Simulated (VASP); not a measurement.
Write the native input for VASP 6.6.1 that does the following.

```
Task                   : single point
Functional             : PBEsol
Potentials or basis    : VASP PAW PBE potentials, release 64 (Mn_sv, O)
Cutoff                 : 700 eV
k mesh                 : 5 × 5 × 5
Occupations            : gaussian, width 0.2 eV
Spin                   : collinear spin, ferromagnetic start
Starting moments       : [5.2, 0.0] μB
Hubbard terms          : Mn d U = 3.0 eV
Dipole correction      : no
Further INCAR settings : ALGO = Normal; EDIFF = 1e-06; NBANDS = 22
```

The structure of MnO lies in POSCAR:

```
MnO
1.0
    0.0000000000      2.2230000000      2.2230000000
    2.2230000000      0.0000000000      2.2230000000
    2.2230000000      2.2230000000      0.0000000000
Mn O
1 1
Direct
    0.0000000000      0.0000000000      0.0000000000
    0.5000000000      0.5000000000      0.5000000000
```

One way to write it, as run:

INCAR

```
SYSTEM = MnO
  PREC = Accurate
  ENCUT = 700
  EDIFF = 1E-6
  ISMEAR = 0
  SIGMA = 0.2
  LREAL = .FALSE.
  LASPH = .TRUE.
  NELM = 200
  ALGO = Normal
  ISIF = 2
  LWAVE = .FALSE.
  LCHARG = .FALSE.
  ISPIN = 2
  MAGMOM = 5.2 0
  LORBIT = 11
  LMAXMIX = 4
  LDAU = .TRUE.
  LDAUTYPE = 2
  LDAUL = 2 -1
  LDAUU = 3 0
  LDAUJ = 0 0
  LDAUPRINT = 1
  GGA = PS
  NBANDS = 22
  GGA_COMPAT = .FALSE.
```

KPOINTS

```
Automatic mesh
0
G
  5 5 5
  0 0 0
```

Potentials or basis: VASP PAW PBE potentials, release 64 (Mn_sv, O).

Command:

```console
$ cat potpaw_PBE.64/Mn_sv/POTCAR potpaw_PBE.64/O/POTCAR > POTCAR
$ mpirun -np 1 vasp_std > vasp.out
```

Results of the run:

```yaml
Pressure: -0.5 GPa
Band_gap_on_the_k_mesh: 0.02 eV (least direct gap 2.60 eV)
Net_moment: 5.00 μB per cell
Site_moments: Mn +4.44; O +0.18 μB
Valence_electrons_inside_the_program's_atomic_spheres: Mn 12.85; O 4.98
```

Caveat: the k points lie up to 0.49 Å⁻¹ apart; the smearing spreads over this small gap; the PAW data sets were made with another functional, which shifts forces and pressure a little; an odd mesh through Γ misses points on the zone boundary, where band edges can lie; a cell with one magnetic atom can't hold antiferromagnetic order, which such compounds often take.

It took 18 s on 1 thread of Intel(R) Xeon(R) Platinum 8259CL CPU @ 2.50GHz (Skylake/Cascade Lake) (shared host), peak memory 0.17 GiB.
